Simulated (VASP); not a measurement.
# Li2RhN2 (P-3m1) in VASP: further runs

Runs on Li2RhN2. Level: PBE. Tasks: single point.

Program: VASP 6.6.1. These are calculated values, not measurements. Logs are shortened: lines on timing, memory, paths and dates and some standing lists are left out, and cuts for length are marked.

## 1. The cell of the first run

Symmetry: P-3m1, No. 164, trigonal system. Conventional cell: a = 3.221 Å, b = 3.221 Å, c = 5.076 Å, α = 90.00°, β = 90.00°, γ = 120.00°. Li (site symmetry 3m) has 4 N at 2.00 to 2.21 Å and 3 Li at 2.38 Å and 3 Rh at 2.59 Å within 2.7 Å. Within 2.8 Å of Rh (site symmetry -3m) lie 6 N at 2.14 Å and 6 Li at 2.59 Å. N (site symmetry 3m) has 4 Li at 2.00 to 2.21 Å and 3 Rh at 2.14 Å within 2.7 Å.

## 2. Single point, PBE

Contents of INCAR:

```
  ALGO = Normal
  EDIFF = 1E-6
  ENCUT = 520
  GGA = PE
  ISIF = 2
  ISMEAR = -1
  LASPH = T
  LCHARG = F
  LREAL = F
  LWAVE = F
  NBANDS = 24
  NELM = 80
  PREC = Accurate
  SIGMA = 0.05
```

Contents of KPOINTS:

```
k-points
0
Gamma
  8 8 5
```

Contents of POSCAR:

```
Li2RhN2
1.0
    3.2214626400      0.0000000000      0.0000000000
   -1.6107313200      2.7898684800      0.0000000000
    0.0000000000      0.0000000000      5.0759660500
Li Rh N
2 1 2
Direct
    0.6666666667      0.3333333333      0.3544900000
    0.3333333333      0.6666666667      0.6455100000
    0.0000000000      0.0000000000      0.0000000000
    0.6666666667      0.3333333333      0.7906920000
    0.3333333333      0.6666666667      0.2093080000
```

Potentials or basis: VASP PAW PBE potentials, release 64 (Li_sv, Rh_pv, N).

Command:

```sh
$ cat potpaw_PBE.64/Li_sv/POTCAR potpaw_PBE.64/Rh_pv/POTCAR potpaw_PBE.64/N/POTCAR > POTCAR
$ mpirun -np 1 vasp_std > vasp.out
```

OUTCAR:

```text
EDIFF = 1E-6
   ENCUT = 520
   GGA = PE
   ISIF = 2
   ISMEAR = -1
   LASPH = T
   LREAL = F
   NELM = 80
   PREC = Accurate

 ion  position               nearest neighbor table
   1  0.667  0.333  0.354-   5 2.00   5 2.00   5 2.00   2 2.38   2 2.38   2 2.38   3 2.59   3 2.59
                             3 2.59
   2  0.333  0.667  0.646-   4 2.00   4 2.00   4 2.00   1 2.38   1 2.38   1 2.38   3 2.59   3 2.59
                             3 2.59
   3  0.000  0.000  0.000-   5 2.14   4 2.14   5 2.14   4 2.14   4 2.14   5 2.14   2 2.59   1 2.59
                             2 2.59   1 2.59   2 2.59   1 2.59
   4  0.667  0.333  0.791-   2 2.00   2 2.00   2 2.00   3 2.14   3 2.14   3 2.14
   5  0.333  0.667  0.209-   1 2.00   1 2.00   1 2.00   3 2.14   3 2.14   3 2.14

  LATTYP: Found a hexagonal cell.
 ALAT       =     3.2214626400
 C/A-ratio  =     1.5756712454

  Lattice vectors:

 A1 = (   3.2214626400,   0.0000000000,   0.0000000000)
 A2 = (  -1.6107313200,   2.7898684800,   0.0000000000)
 A3 = (   0.0000000000,   0.0000000000,   5.0759660500)

Analysis of symmetry for initial positions (statically):
=====================================================================
 Subroutine PRICEL returns:
 Original cell was already a primitive cell.

 Routine SETGRP: Setting up the symmetry group for a
 hexagonal supercell.

 Subroutine GETGRP returns: Found 12 space group operations
 (whereof 12 operations were pure point group operations)
 out of a pool of 24 trial point group operations.

The static configuration has the point symmetry D_3d.

Analysis of symmetry for dynamics (positions and initial velocities):
=====================================================================
 Subroutine PRICEL returns:
 Original cell was already a primitive cell.

 Routine SETGRP: Setting up the symmetry group for a
 hexagonal supercell.

 Subroutine GETGRP returns: Found 12 space group operations
 (whereof 12 operations were pure point group operations)
 out of a pool of 24 trial point group operations.

The dynamic configuration has the point symmetry D_3d.

 Subroutine INISYM returns: Found 12 space group operations
 (whereof 12 operations are pure point group operations),
 and found     1 'primitive' translations

----------------------------------------------------------------------------------------

                                     Primitive cell

  volume of cell :      45.6200

  direct lattice vectors                    reciprocal lattice vectors
     3.221462640  0.000000000  0.000000000     0.310418003  0.179219918  0.000000000
    -1.610731320  2.789868480  0.000000000     0.000000000  0.358439836  0.000000000
     0.000000000  0.000000000  5.075966050     0.000000000  0.000000000  0.197006834

  length of vectors
     3.221462640  3.221462637  5.075966050     0.358439835  0.358439836  0.197006834

  position of ions in fractional coordinates (direct lattice)
     0.666666667  0.333333333  0.354490000
     0.333333333  0.666666667  0.645510000
     0.000000000  0.000000000  0.000000000
     0.666666667  0.333333333  0.790692000
     0.333333333  0.666666667  0.209308000

  ion indices of the primitive-cell ions
   primitive index   ion index
                 1           1
                 2           2
                 3           3
                 4           4
                 5           5

----------------------------------------------------------------------------------------

 KPOINTS: k-points

Automatic generation of k-mesh.
 Grid dimensions read from file:
 generate k-points for:    8    8    5

 Generating k-lattice:

  Cartesian coordinates                     Fractional coordinates (reciprocal lattice)
     0.038802250  0.022402490  0.000000000     0.125000000  0.000000000  0.000000000
     0.000000000  0.044804979  0.000000000     0.000000000  0.125000000  0.000000000
     0.000000000  0.000000000  0.039401367     0.000000000  0.000000000  0.200000000

  Length of vectors
     0.044804979  0.044804979  0.039401367

  Shift w.r.t. Gamma in fractional coordinates (k-lattice)
     0.000000000  0.000000000  0.000000000

 Subroutine IBZKPT returns following result:
 ===========================================

 Found     40 irreducible k-points:

 Following reciprocal coordinates:
            Coordinates               Weight
  0.000000  0.000000  0.000000      1.000000
  0.125000  0.000000  0.000000      6.000000
  0.250000  0.000000  0.000000      6.000000
  0.375000  0.000000  0.000000      6.000000
  0.500000  0.000000  0.000000      3.000000
  0.125000  0.125000  0.000000      6.000000
[... 16 lines left out ...]
 -0.125000  0.500000  0.200000     12.000000
  0.250000  0.250000  0.200000     12.000000
 [... further k-points ...]
   k-points           NKPTS =     40   k-points in BZ     NKDIM =     40   number of bands    NBANDS=     24
   number of dos      NEDOS =    301   number of ions     NIONS =      5
   total plane-waves  NPLWV =  23040
[... 66 lines left out ...]
 fundamental gap:      0.0149123902
 Fermi energy:         6.3024539685

 k-point     1 :       0.0000    0.0000    0.0000
  band No.  band energies     occupation
      1     -40.5094      2.00000
      2     -40.4774      2.00000
      3     -40.4774      2.00000
      4     -38.4957      2.00000
      5     -38.3610      2.00000
      6      -8.6950      2.00000
[... 16 lines left out ...]
     23      17.5440      0.00000
     24      19.6336      0.00000

 k-point     2 :       0.1250    0.0000    0.0000
  band No.  band energies     occupation
      1     -40.5067      2.00000
      2     -40.4916      2.00000
      3     -40.4807      2.00000
      4     -38.4892      2.00000
      5     -38.3647      2.00000
      6      -8.5246      2.00000
[... 16 lines left out ...]
     23      17.9149      0.00000
     24      19.2906      0.00000

 k-point     3 :       0.2500    0.0000    0.0000
  band No.  band energies     occupation
      1     -40.5259      2.00000
      2     -40.5000      2.00000
      3     -40.4887      2.00000
      4     -38.4723      2.00000
      5     -38.3751      2.00000
      6      -8.0885      2.00000
[... 16 lines left out ...]
     23      17.8011      0.00000
     24      18.7081      0.00000

 k-point     4 :       0.3750    0.0000    0.0000
  band No.  band energies     occupation
      1     -40.5598      2.00000
      2     -40.4967      2.00000
      3     -40.4934      2.00000
      4     -38.4509      2.00000
      5     -38.3899      2.00000
      6      -7.6432      2.00000
[... 16 lines left out ...]
     23      17.2801      0.00000
     24      18.5099      0.00000

 k-point     5 :       0.5000    0.0000    0.0000
  band No.  band energies     occupation
      1     -40.5738      2.00000
      2     -40.5000      2.00000
      3     -40.4906      2.00000
      4     -38.4381      2.00000
      5     -38.4000      2.00000
      6      -7.5220      2.00000
[... 16 lines left out ...]
     23      17.4057      0.00000
     24      18.8592      0.00000

 k-point     6 :       0.1250    0.1250    0.0000
  band No.  band energies     occupation
      1     -40.5143      2.00000
      2     -40.5020      2.00000
      3     -40.4880      2.00000
      4     -38.4775      2.00000
      5     -38.3717      2.00000
      6      -8.2188      2.00000
[... 16 lines left out ...]
     23      17.9878      0.00000
     24      18.9580      0.00000
[... 379 lines left out ...]
 k-point    21 :      -0.1250    0.3750    0.2000
  band No.  band energies     occupation
      1     -40.5448      2.00000
      2     -40.4995      2.00000
      3     -40.4954      2.00000
      4     -38.4574      2.00000
      5     -38.3853      2.00000
      6      -7.7441      2.00000
[... 16 lines left out ...]
     23      18.1583      0.00000
     24      18.3241      0.00000

 k-point    22 :       0.3750    0.1250    0.2000
  band No.  band energies     occupation
      1     -40.5661      2.00000
      2     -40.5078      2.00000
      3     -40.4907      2.00000
      4     -38.4406      2.00000
      5     -38.3977      2.00000
      6      -7.4609      2.00000
[... 16 lines left out ...]
     23      18.0928      0.00000
     24      18.7430      0.00000

 k-point    23 :      -0.1250    0.5000    0.2000
  band No.  band energies     occupation
      1     -40.5661      2.00000
      2     -40.5078      2.00000
      3     -40.4907      2.00000
      4     -38.4391      2.00000
      5     -38.3992      2.00000
      6      -7.4880      2.00000
[... 16 lines left out ...]
     23      18.0424      0.00000
     24      18.6986      0.00000

 k-point    24 :       0.2500    0.2500    0.2000
  band No.  band energies     occupation
      1     -40.5554      2.00000
      2     -40.5185      2.00000
      3     -40.4907      2.00000
      4     -38.4401      2.00000
      5     -38.3982      2.00000
      6      -7.3808      2.00000
[... 16 lines left out ...]
     23      18.0024      0.00000
     24      18.5968      0.00000

 [... further k-points ...]
[... 5 lines left out ...]
  --------------------------------------------------------------------------------------
  -------------------------------------------------------------------------------------
  Total       -0.7960610     -0.7960610     -0.4337996      0.0000000      0.0000000      0.0000000
  in kB      -27.9576955    -27.9576955    -15.2350616      0.0000000      0.0000000      0.0000000
  external PRESSURE =     -23.7168175 kB  Pullay stress =       0.0000000 kB

 VOLUME and BASIS-vectors are now :
 -----------------------------------------------------------------------------
  energy-cutoff  :      520.00
  volume of cell :       45.62
      direct lattice vectors                 reciprocal lattice vectors
     3.221462640  0.000000000  0.000000000     0.310418003  0.179219918  0.000000000
    -1.610731320  2.789868480  0.000000000     0.000000000  0.358439836  0.000000000
     0.000000000  0.000000000  5.075966050     0.000000000  0.000000000  0.197006834

 POSITION                                       TOTAL-FORCE (eV/Angst)
 -----------------------------------------------------------------------------------
      1.61073      0.92996      1.79938        -0.000000     -0.000000     -0.051572
     -0.00000      1.85991      3.27659        -0.000000     -0.000000      0.051572
      0.00000      0.00000      0.00000         0.000000     -0.000000      0.000000
      1.61073      0.92996      4.01353         0.000000      0.000000      0.090966
     -0.00000      1.85991      1.06244        -0.000000      0.000000     -0.090966
 -----------------------------------------------------------------------------------
    total drift:                                0.000000     -0.000000      0.000000

  FREE ENERGIE OF THE ION-ELECTRON SYSTEM (eV)
  ---------------------------------------------------
  free  energy   TOTEN  =       -28.1641084184 eV

  energy  without entropy=      -28.1390231183  energy(sigma->0) =      -28.15156577
```

It took 42 s on 1 thread of Intel Xeon Platinum 8175M at 2.50GHz (Skylake/Cascade Lake), shared host; peak memory 0.18 GiB.

Results:

```
Free energy   : -28.1641 eV
Largest force : 0.091 eV/Å
```

Forces in eV/Å, atoms in the order of the input:
```
Li   0.000  0.000 -0.052
Li   0.000  0.000  0.052
Rh   0.000  0.000  0.000
N    0.000  0.000  0.091
N    0.000  0.000 -0.091
```

Levels at points of the mesh, in eV from the Fermi level:
```tsv
k point	band 13	band 14	band 15	band 16	band 17	band 18
(0.00, 0.00, 0.00)	-0.80	-0.80	-0.58	-0.41	3.02	3.02
(0.50, 0.00, 0.00)	-2.00	-1.51	-1.27	-0.49	2.60	3.15
```

Caveat: the cutoff is under 1.25 times the usual one of these potentials, so pressure, stress and relaxed cells hold a basis-set (Pulay) error.

## 3. Single point, PBE

This run uses another cell than the first one, of 9.31 Å³/atom, 1.020 times its volume.

Contents of INCAR:

```
SYSTEM = Li2RhN2
PREC     = Accurate       ! precision mode
ENCUT    = 520            ! plane-wave cutoff, eV
EDIFF    = 1E-6           ! SCF threshold, eV
ISMEAR   = -1             ! smearing method
SIGMA    = 0.05           ! smearing width, eV
LREAL    = .FALSE.        ! projectors in reciprocal space
LASPH    = .TRUE.         ! aspherical terms in the spheres
NELM     = 80             ! most SCF steps
ALGO     = Normal         ! electronic algorithm
ISIF     = 2              ! what is computed and relaxed
LWAVE    = .FALSE.        ! write WAVECAR
LCHARG   = .FALSE.        ! write CHGCAR
GGA      = PE             ! functional
NBANDS   = 24             ! bands
```

Contents of KPOINTS:

```
Automatic mesh
0
G
  8 8 5
  0 0 0
```

Changes to POSCAR since step 2:

```diff
@@ -2,5 +2,5 @@
 1.0
-    3.2214626400      0.0000000000      0.0000000000
-   -1.6107313200      2.7898684800      0.0000000000
-    0.0000000000      0.0000000000      5.0759660500
+    3.2427974514      0.0000000000      0.0000000000
+   -1.6213987257      2.8083449687      0.0000000000
+    0.0000000000      0.0000000000      5.1095826989
 Li Rh N
```

Potentials or basis: VASP PAW PBE potentials, release 64 (Li_sv, Rh_pv, N).

Command:

```sh
$ cat potpaw_PBE.64/Li_sv/POTCAR potpaw_PBE.64/Rh_pv/POTCAR potpaw_PBE.64/N/POTCAR > POTCAR
$ mpirun -np 1 vasp_std > vasp.out
```

Wall time 39 s (1 thread of Intel Xeon Platinum 8175M at 2.50GHz (Skylake/Cascade Lake), shared host); peak memory 0.19 GiB.

It converged, with:

```
Free energy   : -28.1428 eV
Largest force : 0.207 eV/Å
```

Forces in eV/Å, atoms in the order of the input:
```
Li   0.000  0.000 -0.106
Li   0.000  0.000  0.106
Rh   0.000  0.000  0.000
N    0.000  0.000  0.207
N    0.000  0.000 -0.207
```

Levels at points of the mesh, in eV from the Fermi level:
```csv
k point,band 12,band 13,band 14,band 15,band 16,band 17,band 18,band 19
"(0.00, 0.00, 0.00)",-2.09,-0.76,-0.76,-0.54,-0.41,2.96,2.96,4.69
"(0.50, 0.00, 0.00)",-2.43,-1.95,-1.48,-1.24,-0.49,2.52,3.08,6.63
```

Caveat: the cutoff is under 1.25 times the usual one of these potentials, so pressure, stress and relaxed cells hold a basis-set (Pulay) error.

## 4. Single point, PBE

This run uses another cell than the first one, of 9.49 Å³/atom, 1.040 times its volume.

Contents of INCAR:

```
SYSTEM = Li2RhN2
PREC = Accurate ; ENCUT = 520
EDIFF = 1E-7 ; ISMEAR = -1
SIGMA = 0.05 ; LREAL = .FALSE.
LASPH = .TRUE. ; NELM = 60
ALGO = Normal ; ISIF = 2
LWAVE = .FALSE. ; LCHARG = .TRUE.
GGA = PE ; LELF = .TRUE.
LVHAR = .TRUE. ; NBANDS = 24
```

Contents of KPOINTS:

```
regular mesh
0
G
  8 8 5
  0 0 0
```

Changes to POSCAR since step 3:

```diff
@@ -2,5 +2,5 @@
 1.0
-    3.2427974514      0.0000000000      0.0000000000
-   -1.6213987257      2.8083449687      0.0000000000
-    0.0000000000      0.0000000000      5.1095826989
+    3.2638551678      0.0000000000      0.0000000000
+   -1.6319275839      2.8265814859      0.0000000000
+    0.0000000000      0.0000000000      5.1427627370
 Li Rh N
```

Command:

```sh
$ cat potpaw_PBE.64/Li_sv/POTCAR potpaw_PBE.64/Rh_pv/POTCAR potpaw_PBE.64/N/POTCAR > POTCAR
$ mpirun -np 1 vasp_std > vasp.out
```

Wall time 47 s (1 thread of Intel Xeon Platinum 8175M at 2.50GHz (Skylake/Cascade Lake), shared host); peak memory 0.19 GiB.

It converged, with:

| Quantity | Value |
| --- | --- |
| Free energy | -28.1049 eV |
| Largest force | 0.311 eV/Å |

Forces in eV/Å, atoms in the order of the input:
```
Li   0.000  0.000 -0.156
Li   0.000  0.000  0.156
Rh   0.000  0.000  0.000
N    0.000  0.000  0.311
N    0.000  0.000 -0.311
```

Levels at points of the mesh, in eV from the Fermi level:
```tsv
k point	band 13	band 14	band 15	band 16	band 17	band 18	band 19	band 20
(0.00, 0.00, 0.00)	-0.73	-0.73	-0.51	-0.40	2.90	2.90	4.57	7.61
(0.50, 0.00, 0.00)	-1.91	-1.45	-1.21	-0.49	2.44	3.01	6.57	8.33
```

Caveat: the cutoff is under 1.25 times the usual one of these potentials, so pressure, stress and relaxed cells hold a basis-set (Pulay) error.

## 5. Single point, PBE

This run uses another cell than the first one, of 9.67 Å³/atom, 1.060 times its volume.

Contents of INCAR:

```
PREC = Accurate
ENCUT = 520
EDIFF = 1E-6
ISMEAR = -1
SIGMA = 0.05
LREAL = F
LASPH = T
NELM = 80
ALGO = Normal
ISIF = 2
LWAVE = F
LCHARG = T
GGA = PE
LELF = T
LVHAR = T
NBANDS = 24
```

Contents of KPOINTS:

```
Automatic mesh
0
Gamma
  8 8 5
```

Changes to POSCAR since step 4:

```diff
@@ -2,5 +2,5 @@
 1.0
-    3.2638551678      0.0000000000      0.0000000000
-   -1.6319275839      2.8265814859      0.0000000000
-    0.0000000000      0.0000000000      5.1427627370
+    3.2846446147      0.0000000000      0.0000000000
+   -1.6423223073      2.8445856751      0.0000000000
+    0.0000000000      0.0000000000      5.1755200708
 Li Rh N
```

Command:

```sh
$ cat potpaw_PBE.64/Li_sv/POTCAR potpaw_PBE.64/Rh_pv/POTCAR potpaw_PBE.64/N/POTCAR > POTCAR
$ mpirun -np 1 vasp_std > vasp.out
```

Wall time 44 s (1 thread of Intel Xeon Platinum 8175M at 2.50GHz (Skylake/Cascade Lake), shared host); peak memory 0.19 GiB.

It converged, with:

| Item | Value |
| --- | --- |
| Free energy | -28.0522 eV |
| Largest force | 0.405 eV/Å |

Forces on the atoms (eV/Å):
```
Li   0.000  0.000 -0.204
Li   0.000  0.000  0.204
Rh   0.000  0.000  0.000
N    0.000  0.000  0.405
N    0.000  0.000 -0.405
```

Levels at points of the mesh, in eV from the Fermi level:
```
           k point  band 14  band 15  band 16  band 17  band 18  band 19
(0.00, 0.00, 0.00)    -0.70    -0.47    -0.40     2.84     2.84     4.44
(0.50, 0.00, 0.00)    -1.42    -1.18    -0.48     2.36     2.94     6.51
```

Caveat: the cutoff is under 1.25 times the usual one of these potentials, so pressure, stress and relaxed cells hold a basis-set (Pulay) error.

## 6. Summary

| cell | gap on the mesh (eV) | largest force (eV/Å) |
| --- | --- | --- |
| a = 3.221, b = 3.221, c = 5.076 Å, angles 90.0, 90.0, 120.0°, 5 atoms | none | 0.09 |
| a = 3.243, b = 3.243, c = 5.110 Å, angles 90.0, 90.0, 120.0°, 5 atoms | none | 0.21 |
| a = 3.264, b = 3.264, c = 5.143 Å, angles 90.0, 90.0, 120.0°, 5 atoms | none | 0.31 |
| a = 3.285, b = 3.285, c = 5.176 Å, angles 90.0, 90.0, 120.0°, 5 atoms | none | 0.41 |

Alike in all rows: task single point; level PBE; potentials or basis VASP PAW PBE potentials, release 64 (Li_sv, Rh_pv, N); no spin polarisation; k mesh 8 × 8 × 5; cutoff (eV) 520; smearing fermi-dirac 0.05 eV.

Caveats: the cutoff is under 1.25 times the usual one of these potentials, so pressure, stress and relaxed cells hold a basis-set (Pulay) error.

Absolute energies hang on the potentials; compare differences alone.
